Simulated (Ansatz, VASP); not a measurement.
# NaI: VASP beside Ansatz

Contents of POSCAR:

```
NaI
1.0
   -2.2145130000      2.2145130000      8.6146851600
    2.2145130000     -2.2145130000      8.6146851600
    2.2145130000      2.2145130000     -8.6146851600
Na I
2 2
Direct
    0.2500000000      0.7500000000      0.5000000000
    0.5000000000      0.5000000000      0.0000000000
    0.7500000000      0.2500000000      0.5000000000
    0.0000000000      0.0000000000      0.0000000000
```

Contents of INCAR.step1:

```
SYSTEM = NaI
PREC = Accurate ; ENCUT = 520
ISMEAR = -1 ; SIGMA = 0.02
LREAL = .FALSE. ; LASPH = .TRUE.
NELM = 80 ; NBANDS = 22
GGA = PE ; ALGO = Normal
EDIFF = 1E-4 ; LWAVE = .TRUE.
LCHARG = .FALSE.
```

Contents of INCAR.step2:

```
SYSTEM = NaI
PREC = Accurate ; ENCUT = 520
EDIFF = 1E-7 ; ISMEAR = -1
SIGMA = 0.02 ; LREAL = .FALSE.
LASPH = .TRUE. ; NELM = 80
ALGO = Normal ; ISIF = 2
LWAVE = .FALSE. ; LCHARG = .FALSE.
METAGGA = R2SCAN ; LMIXTAU = .TRUE.
NBANDS = 22 ; ISTART = 1
```

File KPOINTS:

```
regular mesh
0
G
  6 6 6
  0 0 0
```

Input for Ansatz:

```yaml
crystal:
  lattice:
    - [-2.214513, 2.214513, 8.61468516]
    - [2.214513, -2.214513, 8.61468516]
    - [2.214513, 2.214513, -8.61468516]
  atoms:
    - { symbol: Na, position: [0.25, 0.75, 0.5] }
    - { symbol: Na, position: [0.5, 0.5, 0.0] }
    - { symbol: I, position: [0.75, 0.25, 0.5] }
    - { symbol: I, position: [0.0, 0.0, 0.0] }
basis:
  ecutwfc: 520.0
kpoints:
  mp_grid:
    grid: [6, 6, 6]
hamiltonian:
  xc: r2scan
scf:
  occupations:
    method: fermi_dirac
    width: 0.02
output:
  stress: true
```

Alike in both runs: task single point; functional r2SCAN; k mesh 6 × 6 × 6; occupations fermi-dirac, width 0.02 eV; no spin polarisation.

|  | VASP | Ansatz |
| --- | --- | --- |
| version | VASP 6.6.1 | Ansatz 0.2.0 |
| potentials or method | VASP PAW PBE potentials, release 64 (Na_pv, I), cutoff 520 eV | plane waves, PAW |
| valence electrons in the cell | 28 | 52 |

Ansatz gave:

* pressure (GPa): -0.3
* traceless stress, the component that is largest in VASP (GPa): 0.02

Task: What did VASP give for the same quantities?

Result: Pressure (GPa): -0.3; traceless stress, the component that is largest in VASP (GPa): 0.07.

VASP's potentials were made for PBE, not for r2SCAN. VASP's potentials hold 28 valence electrons a cell and Ansatz's 52, so a difference there can come from the potentials and not from the codes.

Neither program's run includes spin-orbit coupling.
